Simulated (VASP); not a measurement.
A run of VASP 6.6.1 is set up as follows.

The input POSCAR:

```
CsMgBiO3
1.0
    2.9686473937      1.7139493719      3.0652726466
   -2.9686473937      1.7139493719      3.0652726466
    0.0000000000     -3.4278987438      3.0652726466
Bi Cs Mg O
1 1 1 3
Direct
    0.5472273425      0.5472273425      0.5472273425
    0.9327247139      0.9327247139      0.9327247139
    0.2514246887      0.2514246887      0.2514246887
    1.0112801009      0.5035688170      0.5035688170
    0.5035688170      0.5035688170      1.0112801009
    0.5035688170      1.0112801009      0.5035688170
```

File INCAR.step1:

```
PREC = Accurate
ENCUT = 520
ISMEAR = -1
SIGMA = 0.05
LREAL = F
LASPH = T
NELM = 60
NBANDS = 31
GGA = PE
ALGO = Normal
EDIFF = 1E-4
LWAVE = T
LCHARG = F
```

The input INCAR.step2:

```
PREC = Accurate
ENCUT = 520
EDIFF = 1E-6
ISMEAR = -1
SIGMA = 0.05
LREAL = F
LASPH = T
NELM = 60
ALGO = Normal
ISIF = 2
LWAVE = F
LCHARG = F
METAGGA = R2SCAN
LMIXTAU = T
NBANDS = 31
ISTART = 1
```

Contents of KPOINTS:

```
Automatic mesh
0
Gamma
  6 6 6
```

Potentials or basis: VASP PAW PBE potentials, release 64 (Bi_d, Cs_sv, Mg, O).

The run is started by

```sh
$ cat potpaw_PBE.64/Bi_d/POTCAR potpaw_PBE.64/Cs_sv/POTCAR potpaw_PBE.64/Mg/POTCAR potpaw_PBE.64/O/POTCAR > POTCAR
$ cp INCAR.step1 INCAR
$ mpirun -np 1 vasp_std > vasp.out
$ cp INCAR.step2 INCAR
$ mpirun -np 1 vasp_std > vasp.out
```

(1) What does it give for the pressure?

(2) Estimate the largest force.

(3) What does it give for the band gap on the k mesh?

## Answers

(1) 20.5 GPa.

(2) 0.212 eV/Å.

(3) 0.64 eV (least direct gap 0.66 eV).

Caveat: the cell stands under pressure; the PAW data sets were made with another functional, which shifts forces and pressure a little; spin-orbit coupling is left out, which moves the levels of the heavy elements.
